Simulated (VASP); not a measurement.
# P (Cmce) in VASP: a series of runs

P is run at these levels: PBE; tasks: single point.

Program: VASP 6.6.1. These are calculated values, not measurements. Logs are shortened: lines on timing, memory, paths and dates and some standing lists are left out, and cuts for length are marked.

## 1. The cell of the first run

It takes space group Cmce (No. 64, orthorhombic). The conventional cell has a = 3.360 Å, b = 11.455 Å, c = 4.421 Å, α = 90.00°, β = 90.00°, γ = 90.00°. Within 2.9 Å of P (site symmetry m) lie 3 P at 2.22 to 2.29 Å.

## 2. Single point, PBE (strain +0.015 along x and y, -0.030 along z)

INCAR

```
PREC     = Accurate       # precision mode
ENCUT    = 520            # plane-wave cutoff, eV
EDIFF    = 1E-6           # SCF threshold, eV
ISMEAR   = 0              # smearing method
SIGMA    = 0.03           # smearing width, eV
LREAL    = False          # projectors in reciprocal space
LASPH    = True           # aspherical terms in the spheres
NELM     = 60             # most SCF steps
ALGO     = Normal         # electronic algorithm
ISIF     = 2              # what is computed and relaxed
LWAVE    = False          # write WAVECAR
LCHARG   = False          # write CHGCAR
GGA      = PE             # functional
NBANDS   = 18             # bands
```

KPOINTS

```
regular mesh
0
Gamma
  10 10 8
```

POSCAR

```
P
1.0
    1.6800444704     -5.7273585144      0.0000000000
    1.6800444704      5.7273585144      0.0000000000
    0.0000000000      0.0000000000      4.4210396311
P
4
Direct
    0.0940707809      0.9059292191      0.9137202394
    0.5940707809      0.4059292191      0.5862797606
    0.9059292191      0.0940707809      0.0862797606
    0.4059292191      0.5940707809      0.4137202394
```

Potentials or basis: VASP PAW PBE potentials, release 64 (P).

Launch:

```sh
> cat potpaw_PBE.64/P/POTCAR > POTCAR
> mpirun -np 1 vasp_std > vasp.out
```

OUTCAR:

```text
PREC = Accurate
   ENCUT = 520
   EDIFF = 1E-6
   ISMEAR = 0
   LREAL = False
   LASPH = True
   NELM = 60
   ISIF = 2
   GGA = PE

 ion  position               nearest neighbor table
   1  0.094  0.906  0.914-   2 2.22   2 2.22   3 2.29
   2  0.594  0.406  0.586-   1 2.22   1 2.22   4 2.29
   3  0.906  0.094  0.086-   4 2.22   4 2.22   1 2.29
   4  0.406  0.594  0.414-   3 2.22   3 2.22   2 2.29

  LATTYP: Found a base centered orthorhombic cell.
 ALAT       =     3.3600889408
 B/A-ratio  =     3.4090517336
 C/A-ratio  =     1.3157507759

  Lattice vectors:

 A1 = (   1.6800444704,  -5.7273585144,   0.0000000000)
 A2 = (   1.6800444704,   5.7273585144,   0.0000000000)
 A3 = (   0.0000000000,   0.0000000000,   4.4210396311)

Analysis of symmetry for initial positions (statically):
=====================================================================
 Subroutine PRICEL returns:
 Original cell was already a primitive cell.

 Routine SETGRP: Setting up the symmetry group for a
 base centered orthorhombic supercell.

 Subroutine GETGRP returns: Found  8 space group operations
 (whereof  4 operations were pure point group operations)
 out of a pool of  8 trial point group operations.

The static configuration has the point symmetry C_2h.
 The point group associated with its full space group is D_2h.

Analysis of symmetry for dynamics (positions and initial velocities):
=====================================================================
 Subroutine PRICEL returns:
 Original cell was already a primitive cell.

 Routine SETGRP: Setting up the symmetry group for a
 base centered orthorhombic supercell.

 Subroutine GETGRP returns: Found  8 space group operations
 (whereof  4 operations were pure point group operations)
 out of a pool of  8 trial point group operations.

The dynamic configuration has the point symmetry C_2h.
 The point group associated with its full space group is D_2h.

 Subroutine INISYM returns: Found  8 space group operations
 (whereof  4 operations are pure point group operations),
 and found     1 'primitive' translations

----------------------------------------------------------------------------------------

                                     Primitive cell
[... 92 lines left out ...]
   LASPH  =      T    aspherical Exc in radial PAW
   ENCUT  =  520.0 eV  38.22 Ry    6.18 a.u.  11.10 11.10  8.22*2*pi/ulx,y,z
   NELM   =     60;   NELMIN=  2; NELMDL= -5     # of ELM steps
   EDIFF  = 0.1E-05   stopping-criterion for ELM
   LREAL  =      F    real-space projection
   EDIFFG = 0.1E-04   stopping-criterion for IOM
   NSW    =      0    number of steps for IOM
   IBRION =     -1    ionic relax: 0-MD 1-quasi-New 2-CG
   NFREE  =      0    steps in history (QN), initial steepest desc. (CG)
   ISIF   =      2    stress and relaxation
   ISYM   =      2    0-nonsym 1-usesym 2-fastsym
   POTIM  = 0.5000    time-step for ionic-motion
   TEBEG  =    0.0;   TEEND  =   0.0 temperature during run
   PSTRESS=    0.0 pullay stress
   NELECT =      20.0000    total number of electrons
   NUPDOWN=      -1.0000    fix difference up-down
   EMIN   =  10.00;   EMAX   =-10.00  energy-range for DOS
   EFERMI =   0.00;   METHOD = LEGACY
   ISMEAR =     0;   SIGMA  =   0.03  broadening in eV -4-tet -1-fermi 0-gaus
   EFERMI_NEDOS =   21; number of points for ismear=-14 and -15
   IALGO  =     38    algorithm
   IMIX   =      4    mixing-type and parameters
     AMIX     =   0.40;   BMIX     =  1.00
     AMIX_MAG =   1.60;   BMIX_MAG =  1.00
  volume/ion in A,a.u.               =      21.27       143.54
  Fermi-wavevector in a.u.,A,eV,Ry     =   1.010357  1.909298 13.889125  1.020822
  Thomas-Fermi vector in A             =   2.143342
   LORBIT       =      0    0 simple, 1 ext, 2 COOP (PROOUT), +10 PAW based schemes
   GGA     = PE    functional components
   LHFCALC =     F    Hartree Fock is set to
   AEXX    =    0.0000 exact exchange contribution
   IVDW    =     0    specifies the selected vdW correction
   LEPSILON=     F    determine dielectric tensor
   LRPA    =     F    only Hartree local field effects (RPA)
 non-spin polarized calculation
 Gauss-broadening in eV      SIGMA  =   0.03
  energy-cutoff  :      520.00
  volume of cell :       85.08
 maximum number of plane-waves:      2332
 NGX is ok and might be reduce to    48
   NGX = 23   NGY = 23   NGZ = 17

 number of electron      19.9999999 magnetization

 Free energy of the ion-electron system (eV)
  ---------------------------------------------------
  ext. energy  EPLUGINS =         0.00000000
  ---------------------------------------------------
  free energy    TOTEN  =       -21.47714247 eV

  energy without entropy =      -21.47713485  energy(sigma->0) =      -21.47713866

 E-fermi :   5.3610     XC(G=0):  -9.2304

 val. band max:        5.3147821616   @ k =  -0.4000   0.4000   0.0000
 cond. band min:       5.4016169248   @ k =   0.5000   0.5000   0.0000
 fundamental gap:      0.0868347631
 Fermi energy:         5.3610166203

 k-point     1 :       0.0000    0.0000    0.0000
  band No.  band energies     occupation
      1     -10.1309      2.00000
      2      -7.5284      2.00000
      3      -3.8859      2.00000
      4      -1.1171      2.00000
      5       0.5349      2.00000
      6       0.6969      2.00000
[... 481 lines left out ...]
      5      -0.3530      2.00000
      6       0.1530      2.00000
[... 10 lines left out ...]
     17      11.4223      0.00000
     18      11.7407      0.00000

 [... further k-points ...]

------------------------ aborting loop because EDIFF is reached ----------------------------------------

  FORCE on cell =-STRESS in cart. coord.  units (eV):
  Direction    XX          YY          ZZ          XY          YZ          ZX
  --------------------------------------------------------------------------------------
  -------------------------------------------------------------------------------------
  Total       -0.7282017     -1.0272861      1.1563015      0.0000000      0.0000000      0.0000000
  in kB      -13.7130076    -19.3451650     21.7746970      0.0000000      0.0000000      0.0000000
  external PRESSURE =      -3.7611586 kB  Pullay stress =       0.0000000 kB

 VOLUME and BASIS-vectors are now :
 -----------------------------------------------------------------------------
  energy-cutoff  :      520.00
  volume of cell :       85.08
      direct lattice vectors                 reciprocal lattice vectors
     1.680044470 -5.727358514  0.000000000     0.297611170 -0.087300280  0.000000000
     1.680044470  5.727358514  0.000000000     0.297611170  0.087300280  0.000000000
     0.000000000  0.000000000  4.421039631     0.000000000  0.000000000  0.226191141

 POSITION                                       TOTAL-FORCE (eV/Angst)
 -----------------------------------------------------------------------------------
      1.68004      4.64980      4.03959         0.000000      0.206033      0.364371
      1.68004     -1.07755      2.59197         0.000000      0.206033     -0.364371
      1.68004     -4.64980      0.38145         0.000000     -0.206033     -0.364371
      1.68004      1.07755      1.82907         0.000000     -0.206033      0.364371
 -----------------------------------------------------------------------------------
    total drift:                                0.000000      0.000000      0.000000

  FREE ENERGIE OF THE ION-ELECTRON SYSTEM (eV)
  ---------------------------------------------------
  free  energy   TOTEN  =       -21.4771424705 eV

  energy  without entropy=      -21.4771348462  energy(sigma->0) =      -21.47713866
```

stdout:

```text
POSCAR found type information on POSCAR P
 POSCAR found :  1 types and       4 ions
 scaLAPACK will be used
 LDA part: xc-table for (Slater+PW92), standard interpolation
 POSCAR, INCAR and KPOINTS ok, starting setup
 FFT: planning ... GRIDC
 FFT: planning ... GRID_SOFT
 FFT: planning ... GRID
 WAVECAR not read
 entering main loop
```

It took 2 min on 1 thread of Intel Xeon 6975P-C (Granite Rapids), shared host; peak memory 0.34 GiB.

What came out:

```
Free energy            : -21.4771 eV
Pressure               : -0.4 GPa
Largest force          : 0.419 eV/Å
Band gap on the k mesh : 0.09 eV (least direct gap 0.13 eV)
```

Forces in eV/Å, atoms in the order of the input:
```
P    0.000  0.206  0.364
P    0.000  0.206 -0.364
P    0.000 -0.206 -0.364
P    0.000 -0.206  0.364
```

Levels at points of the mesh, in eV from the valence-band top:
```
           k point  band 7  band 8  band 9  band 10  band 11  band 12  band 13  band 14
(0.00, 0.00, 0.00)   -4.10   -2.63   -2.52    -0.75     0.75     0.94     1.84     3.10
(0.50, 0.00, 0.00)   -3.09   -3.09   -2.46    -2.46     0.97     0.97     1.64     1.64
(0.50, 0.50, 0.00)   -4.17   -2.51   -1.66    -0.04     0.09     0.76     2.00     3.02
(0.00, 0.00, 0.50)   -3.28   -3.28   -1.25    -1.25     1.36     1.36     2.87     2.87
(0.50, 0.00, 0.50)   -5.19   -5.19   -1.76    -1.76     1.73     1.73     4.14     4.14
(0.50, 0.50, 0.50)   -2.80   -2.80   -1.54    -1.54     1.33     1.33     2.58     2.58
```

Caveat: the cell differs from its parent crystal (strain +0.015 along x and y, -0.030 along z); semilocal functionals underestimate gaps, and a narrow one can read as zero. A k mesh can miss the band edges.

## 3. Single point, PBE (strain +0.000 along x and y, +0.015 along z)

INCAR

```
ALGO     = Normal         # electronic algorithm
EDIFF    = 1E-7           # SCF threshold, eV
ENCUT    = 520            # plane-wave cutoff, eV
GGA      = PE             # functional
ISIF     = 2              # what is computed and relaxed
ISMEAR   = 0              # smearing method
LASPH    = T              # aspherical terms in the spheres
LCHARG   = T              # write CHGCAR
LELF     = T              # ELF
LREAL    = F              # projectors in reciprocal space
LVHAR    = T            
LWAVE    = F              # write WAVECAR
NBANDS   = 18             # bands
NELM     = 60             # most SCF steps
PREC     = Accurate       # precision mode
SIGMA    = 0.03           # smearing width, eV
```

KPOINTS

```
k-points
0
Gamma
  10 10 8
```

POSCAR

```
P
1.0
    1.6552162270     -5.6427177482      0.0000000000
    1.6552162270      5.6427177482      0.0000000000
    0.0000000000      0.0000000000      4.6261394078
P
4
Direct
    0.0940707809      0.9059292191      0.9137202394
    0.5940707809      0.4059292191      0.5862797606
    0.9059292191      0.0940707809      0.0862797606
    0.4059292191      0.5940707809      0.4137202394
```

Potentials or basis: VASP PAW PBE potentials, release 64 (P).

Launch:

```sh
> cat potpaw_PBE.64/P/POTCAR > POTCAR
> mpirun -np 1 vasp_std > vasp.out
```

Wall time 2.7 min (1 thread of Intel Xeon 6975P-C (Granite Rapids), shared host); peak memory 0.36 GiB.

Results (log left out):

```yaml
Free_energy: -21.4991 eV
Pressure: -1.2 GPa
Largest_force: 0.258 eV/Å
Band_gap_on_the_k_mesh: 0.26 eV
```

Forces in eV/Å, atoms in the order of the input:
```
P    0.000  0.074 -0.247
P    0.000  0.074  0.247
P    0.000 -0.074  0.247
P    0.000 -0.074 -0.247
```

Stress tensor (GPa, compression positive):
```
-1.08  0.00  0.00
 0.00 -0.54  0.00
 0.00  0.00 -2.12
```

Levels at points of the mesh, in eV from the valence-band top:
| k point | band 6 | band 7 | band 8 | band 9 | band 10 | band 11 | band 12 | band 13 | band 14 | band 15 |
| --- | --- | --- | --- | --- | --- | --- | --- | --- | --- | --- |
| (0.00, 0.00, 0.00) | -4.65 | -3.58 | -2.54 | -2.09 | -1.01 | 0.81 | 1.40 | 2.22 | 2.87 | 5.36 |
| (0.50, 0.00, 0.00) | -5.26 | -3.16 | -3.16 | -2.41 | -2.41 | 0.78 | 0.78 | 1.59 | 1.59 | 3.38 |
| (0.50, 0.50, 0.00) | -5.21 | -3.66 | -1.97 | -1.52 | 0.00 | 0.26 | 1.22 | 2.37 | 2.79 | 5.18 |
| (0.00, 0.00, 0.50) | -4.03 | -2.81 | -2.81 | -1.53 | -1.53 | 1.68 | 1.68 | 3.06 | 3.06 | 4.47 |
| (0.50, 0.00, 0.50) | -5.28 | -5.06 | -5.06 | -1.62 | -1.62 | 1.90 | 1.90 | 3.34 | 3.34 | 4.94 |
| (0.50, 0.50, 0.50) | -2.83 | -2.70 | -2.70 | -1.79 | -1.79 | 1.68 | 1.68 | 2.59 | 2.59 | 3.24 |

Caveat: the cell differs from its parent crystal (strain +0.000 along x and y, +0.015 along z); semilocal functionals underestimate gaps, and a narrow one can read as zero.

## 4. Single point, PBE (strain +0.015 along x and y, -0.015 along z)

INCAR

```
SYSTEM = P
PREC     = Accurate       ! precision mode
ENCUT    = 520            ! plane-wave cutoff, eV
EDIFF    = 1E-6           ! SCF threshold, eV
ISMEAR   = 0              ! smearing method
SIGMA    = 0.03           ! smearing width, eV
LREAL    = .FALSE.        ! projectors in reciprocal space
LASPH    = .TRUE.         ! aspherical terms in the spheres
NELM     = 100            ! most SCF steps
ALGO     = Normal         ! electronic algorithm
ISIF     = 2              ! what is computed and relaxed
LWAVE    = .FALSE.        ! write WAVECAR
LCHARG   = .FALSE.        ! write CHGCAR
GGA      = PE             ! functional
NBANDS   = 18             ! bands
```

KPOINTS

```
regular mesh
0
G
  10 10 8
  0 0 0
```

POSCAR

```
P
1.0
    1.6800444704     -5.7273585144      0.0000000000
    1.6800444704      5.7273585144      0.0000000000
    0.0000000000      0.0000000000      4.4894062234
P
4
Direct
    0.0940707809      0.9059292191      0.9137202394
    0.5940707809      0.4059292191      0.5862797606
    0.9059292191      0.0940707809      0.0862797606
    0.4059292191      0.5940707809      0.4137202394
```

Launch:

```sh
> cat potpaw_PBE.64/P/POTCAR > POTCAR
> mpirun -np 1 vasp_std > vasp.out
```

Run time: 2.2 min. Hardware: 1 thread of Intel Xeon 6975P-C (Granite Rapids), shared host; peak memory 0.35 GiB.

It converged, with:

| Quantity | Value |
| --- | --- |
| Free energy | -21.4879 eV |
| Pressure | -1.3 GPa |
| Largest force | 0.282 eV/Å |
| Band gap on the k mesh | 0.01 eV |

Forces on the atoms (eV/Å):
```
P    0.000  0.239  0.151
P    0.000  0.239 -0.151
P    0.000 -0.239 -0.151
P    0.000 -0.239  0.151
```

Stress tensor (GPa, compression positive):
```
-2.29  0.00  0.00
 0.00 -2.12  0.00
 0.00  0.00  0.41
```

Levels at points of the mesh, in eV from the valence-band top:
```csv
k point,band 8,band 9,band 10,band 11,band 12,band 13
"(0.00, 0.00, 0.00)",-2.54,-2.53,-0.86,0.72,1.01,1.87
"(0.50, 0.00, 0.00)",-3.14,-2.48,-2.48,0.87,0.87,1.59
"(0.50, 0.50, 0.00)",-2.42,-1.66,0.00,0.01,0.83,2.02
"(0.00, 0.00, 0.50)",-3.19,-1.36,-1.36,1.36,1.36,2.85
"(0.50, 0.00, 0.50)",-5.17,-1.76,-1.76,1.73,1.73,3.85
"(0.50, 0.50, 0.50)",-2.81,-1.64,-1.64,1.35,1.35,2.50
```

Caveat: the cell differs from its parent crystal (strain +0.015 along x and y, -0.015 along z); semilocal functionals underestimate gaps, and a narrow one can read as zero. A k mesh can miss the band edges.

## 5. The runs side by side

```tsv
cell	gap on the mesh (eV)	pressure (GPa)	largest force (eV/Å)
a = 5.969, b = 5.969, c = 4.421 Å, angles 90.0, 90.0, 147.3°, 4 atoms	0.09	-0.4	0.42
a = 5.880, b = 5.880, c = 4.626 Å, angles 90.0, 90.0, 147.3°, 4 atoms	0.26	-1.2	0.26
a = 5.969, b = 5.969, c = 4.489 Å, angles 90.0, 90.0, 147.3°, 4 atoms	0.01	-1.3	0.28
```

Alike in all rows: task single point; level PBE; potentials or basis VASP PAW PBE potentials, release 64 (P); no spin polarisation; k mesh 10 × 10 × 8; cutoff (eV) 520; smearing gaussian 0.03 eV.

Caveats: semilocal functionals underestimate gaps, and a narrow one can read as zero.

Total energies depend on the potentials used, so only differences within one code and one set of settings carry meaning.
